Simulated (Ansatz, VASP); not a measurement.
# W: VASP beside Ansatz

```
CELL_PARAMETERS angstrom
-1.59210 1.59210 1.59210
1.59210 -1.59210 1.59210
1.59210 1.59210 -1.59210
ATOMIC_POSITIONS crystal
W 0.00000 0.00000 0.00000
```

Alike in both runs: functional PBE; k mesh 17 × 17 × 17; occupations methfessel-paxton of order 1, width 0.1 eV; no spin polarisation.

Ansatz relaxed the structure, and its values are those at the end. VASP's run is a single point on that final structure, the one shown.

```csv
,VASP,Ansatz
version,VASP 6.6.1,Ansatz 0.2.0
potentials or method,"VASP PAW PBE potentials, release 64 (W_sv), cutoff 500 eV",plane-wave PAW DFT
valence electrons in the cell,14,14
```

```csv
,VASP,Ansatz,Ansatz less VASP
pressure (GPa),0.5,0.0,-0.45
```

With one functional, cell and mesh, what is left measures potentials, basis and numerics.

Spin-orbit coupling is off throughout.
